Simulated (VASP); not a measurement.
Set up this calculation in VASP 6.6.1, as the native input.

```yaml
Task: single point
Functional: PBE
Potentials_or_basis: VASP PAW PBE potentials, release 64 (Cr_pv)
Cutoff: 520 eV
k_mesh: 17 × 17 × 17
Occupations: fermi-dirac, width 0.05 eV
Spin: collinear spin, antiferromagnetic start
Starting_moments: "[2.598, -2.598] μB"
Dipole_correction: no
Further_INCAR_settings: ALGO = Normal; EDIFF = 1e-06; NBANDS = 23
```

The structure of Cr lies in POSCAR:

```
Cr
1.0
    0.0000000000      2.6620387623      2.6620387623
    2.6620387623      0.0000000000      2.6620387623
    2.6620387623      2.6620387623      0.0000000000
Cr
2
Direct
    0.1250000000      0.1250000000      0.1250000000
    0.8750000000      0.8750000000      0.8750000000
```

This isn't the form of Cr at room conditions, which is bcc.

One way to write it, as run:

INCAR

```
PREC = Accurate
ENCUT = 520
EDIFF = 1E-6
ISMEAR = -1
SIGMA = 0.05
LREAL = F
LASPH = T
NELM = 150
ALGO = Normal
ISIF = 2
LWAVE = F
LCHARG = F
ISPIN = 2
MAGMOM = 2.598 -2.598
LORBIT = 11
LMAXMIX = 4
GGA = PE
NBANDS = 23
```

KPOINTS

```
regular mesh
0
Gamma
  17 17 17
```

Potentials or basis: VASP PAW PBE potentials, release 64 (Cr_pv).

Launch:

```bash
$ cat potpaw_PBE.64/Cr_pv/POTCAR > POTCAR
$ mpirun -np 1 vasp_std > vasp.out
```

It gave:

| Item | Value |
| --- | --- |
| Pressure | 1.9 GPa |
| Band gap on the k mesh | zero (filled and empty bands overlap) |
| Net moment | 0.00 μB per cell |
| Site moments | Cr +2.72, -2.72 μB |
| Valence electrons inside the program's atomic spheres | Cr 10.94 |

Caveat: an empty level that is flat over the whole mesh can mark a ghost state of the potentials, or a narrow d or f band; the antiferromagnetic order is the one typed at the start, and another may lie lower.

It took 3.7 min on 1 thread of Intel Xeon 8259CL, with other jobs on the host, peak memory 0.31 GiB.
